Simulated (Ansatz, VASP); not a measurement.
# Pt in VASP and in Ansatz

```
Pt
1.0
     2.62421    0.00000    0.00000
     0.00000    2.62421    0.00000
     0.00000    0.00000    2.62421
Pt
1
Direct
  0.50000 0.50000 0.50000
```

Alike in both runs: functional PBE; k mesh 20 × 20 × 20; occupations gaussian, width 0.1 eV; no spin polarisation.

Ansatz relaxed the structure, and its values are those at the end. VASP's run is a single point on that final structure, the one shown.

|  | VASP | Ansatz |
| --- | --- | --- |
| version | VASP 6.6.1 | Ansatz 0.2.0 |
| potentials or method | VASP PAW PBE potentials, release 64 (Pt), cutoff 520 eV | scalar-relativistic, plane waves, PAW |
| valence electrons in the cell | 10 | 18 |

Ansatz gave:

| Property | Result |
| --- | --- |
| gap on the k mesh at the Fermi level (eV) | none |
| pressure (GPa) | 0.0 |

Estimate VASP's values.

gap on the k mesh at the Fermi level (eV): none; pressure (GPa): -0.5.

A gap of «none» marks a metal or a gap that the smearing closes. VASP's potentials hold 10 valence electrons a cell and Ansatz's 18, so a difference there can come from the potentials and not from the codes.

Spin-orbit coupling is off throughout.
